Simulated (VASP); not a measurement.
Li2Se: single point with HSE06

The system is Li2Se.

```
Li Se
1.0
     0.00000    2.99346    2.99346
     2.99346    0.00000    2.99346
     2.99346    2.99346    0.00000
Li Se
2 1
Direct
  0.25000 0.25000 0.25000
  0.75000 0.75000 0.75000
  0.00000 0.00000 0.00000
```

```yaml
Program: VASP 6.6.1
Task: single point
Functional: HSE06
Potentials_or_basis: VASP PAW PBE potentials, release 64 (Li_sv, Se)
Cutoff: 650 eV
k_mesh: 4 × 4 × 4
Occupations: fermi-dirac, width 0.001 eV
Spin: no spin polarisation
```

| Quantity | Value |
| --- | --- |
| Pressure | -0.5 GPa |
| Band gap on the k mesh | 3.83 eV (least direct gap 4.39 eV) |

Levels at points of the mesh, in eV from the valence-band top:
```tsv
k point	band 4	band 5	band 6	band 7	band 8	band 9
(0.00, 0.00, 0.00)	0.00	0.00	0.00	4.39	6.67	6.67
(0.50, 0.00, 0.00)	-3.19	-0.57	-0.57	6.19	6.99	6.99
(0.50, 0.50, 0.00)	-2.52	-1.56	-1.56	3.83	7.22	11.68
```

It took 2.6 min on 1 thread of AMD EPYC 9R45 96-Core Processor (Zen 5), with other jobs on the host, peak memory 0.29 GiB.

Caveat: the k points lie up to 0.45 Å⁻¹ apart; the PAW data sets were made with another functional, which shifts forces and pressure a little. A k mesh can miss the band edges.
